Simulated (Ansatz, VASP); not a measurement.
# Two plane-wave programs on CuO

Contents of INCAR:

```
SYSTEM = CuO
PREC = Accurate ; ENCUT = 520
EDIFF = 1E-6 ; ISMEAR = 0
SIGMA = 0.05 ; LREAL = .FALSE.
LASPH = .TRUE. ; NELM = 150
ALGO = Normal ; ISIF = 2
LWAVE = .FALSE. ; LCHARG = .FALSE.
ISPIN = 2 ; MAGMOM = 0.56 -0.56 0 0
LORBIT = 11 ; LMAXMIX = 4
LDAU = .TRUE. ; LDAUTYPE = 2
LDAUL = 2 -1 ; LDAUU = 6 0
LDAUJ = 0 0 ; LDAUPRINT = 1
NBANDS = 29
```

The input KPOINTS:

```
regular mesh
0
G
  8 8 5
  0 0 0
```

POSCAR

```
CuO
1.0
    2.3446497600     -1.7133998200      0.0000000000
    2.3446497600      1.7133998200      0.0000000000
   -0.8605499100      0.0000000000      5.0594394800
Cu O
2 2
Direct
    0.0032000000      0.4968000000      0.0000000000
    0.4968000000      0.0032000000      0.5000000000
    0.5714000000      0.4056000000      0.2537000000
    0.4056000000      0.5714000000      0.7537000000
```

Input for Ansatz:

```yaml
crystal:
  lattice:
    - [2.34464976, -1.71339982, 0.0]
    - [2.34464976, 1.71339982, 0.0]
    - [-0.86054991, 0.0, 5.05943948]
  atoms:
    - { symbol: Cu, position: [0.0032, 0.4968, 0.0], spin: 1.0 }
    - { symbol: Cu, position: [0.4968, 0.0032, 0.5], spin: -1.0 }
    - { symbol: O, position: [0.5714, 0.4056, 0.2537] }
    - { symbol: O, position: [0.4056, 0.5714, 0.7537] }
basis:
  ecutwfc: 420
  ecutrho_ratio: 4
kpoints:
  mp_grid: { grid: [8, 8, 5] }
hamiltonian:
  xc: lda
  hubbard:
    sites:
      - { site: 0, l: d, u_eff: 6.0, starting_ns: [{ spin: up, occupation_matrix: s0up }, { spin: down, occupation_matrix: s0down }] }
      - { site: 1, l: d, u_eff: 6.0, starting_ns: [{ spin: up, occupation_matrix: s1up }, { spin: down, occupation_matrix: s1down }] }
    occupation_matrices:
      s0up:
        matrix:
          - [0.97, 0.0, 0.0, 0.0, 0.0]
          - [0.0, 0.97, 0.0, 0.0, 0.0]
          - [0.0, 0.0, 0.97, 0.0, 0.0]
          - [0.0, 0.0, 0.0, 0.97, 0.0]
          - [0.0, 0.0, 0.0, 0.0, 0.97]
      s0down:
        matrix:
          - [0.96992, 0.00668, -0.00475, 0.00225, 0.00097]
          - [0.00668, 0.39054, 0.41178, -0.19513, -0.08384]
          - [-0.00475, 0.41178, 0.67738, 0.13867, 0.05958]
          - [0.00225, -0.19513, 0.13867, 0.90429, -0.02823]
          - [0.00097, -0.08384, 0.05958, -0.02823, 0.95787]
      s1up:
        matrix:
          - [0.96992, 0.00668, 0.00475, 0.00225, -0.00097]
          - [0.00668, 0.39054, -0.41178, -0.19513, 0.08384]
          - [0.00475, -0.41178, 0.67738, -0.13867, 0.05958]
          - [0.00225, -0.19513, -0.13867, 0.90429, 0.02823]
          - [-0.00097, 0.08384, 0.05958, 0.02823, 0.95787]
      s1down:
        matrix:
          - [0.97, 0.0, 0.0, 0.0, 0.0]
          - [0.0, 0.97, 0.0, 0.0, 0.0]
          - [0.0, 0.0, 0.97, 0.0, 0.0]
          - [0.0, 0.0, 0.0, 0.97, 0.0]
          - [0.0, 0.0, 0.0, 0.0, 0.97]
    ns_hold: { iters: 8 }
scf:
  occupations: { method: gaussian, width: 0.05 }
  lower_state_search: "off"
  max_iter: 150
output:
  forces: true
  stress: true
  eigenvalues: true
  populations: true
  hubbard: { sites: [{ site: 0, l: d }, { site: 1, l: d }] }
  write_density: true
  write_potential: true
  elf: true
  volumetric_format: npy
magnetization:
  spin_polarized: true
```

Alike in both runs: task single point; functional LDA; k mesh 8 × 8 × 5; occupations gaussian, width 0.05 eV; collinear spin; Hubbard terms Cu d U = 6.0 eV.

```csv
,VASP,Ansatz
version,VASP 6.6.1,Ansatz 0.2.0
potentials or method,"VASP PAW LDA potentials, release 64 (Cu, O), cutoff 520 eV","scalar-relativistic, plane waves, PAW"
valence electrons in the cell,34,50
```

```csv
,VASP,Ansatz,Ansatz less VASP
gap on the k mesh at the Fermi level (eV),0.73,0.32,-0.413
least direct gap on the mesh (eV),0.99,0.58,-0.414
pressure (GPa),-12.8,-6.9,+5.95
"traceless stress, the component that is largest in VASP (GPa)",2.82,1.92,-0.899
rms of the force components (eV/Å),0.382,0.430,+0.0486
net moment per atom (μB),0.00,0.00,0.000
size of the moment on the site where the two differ most (μB),0.59,0.51,-0.073
```

LDA's correlation is that of Perdew and Zunger in VASP and of Perdew and Wang (1992) in Ansatz. Site moments also hang on the region over which each program counts them. The programs project onto different local orbitals, so the same U acts differently, and such runs can settle in different states. Atom by atom the forces differ by 0.055 eV/Å (rms over components). VASP's potentials hold 34 valence electrons a cell and Ansatz's 50, so a difference there can come from the potentials and not from the codes.
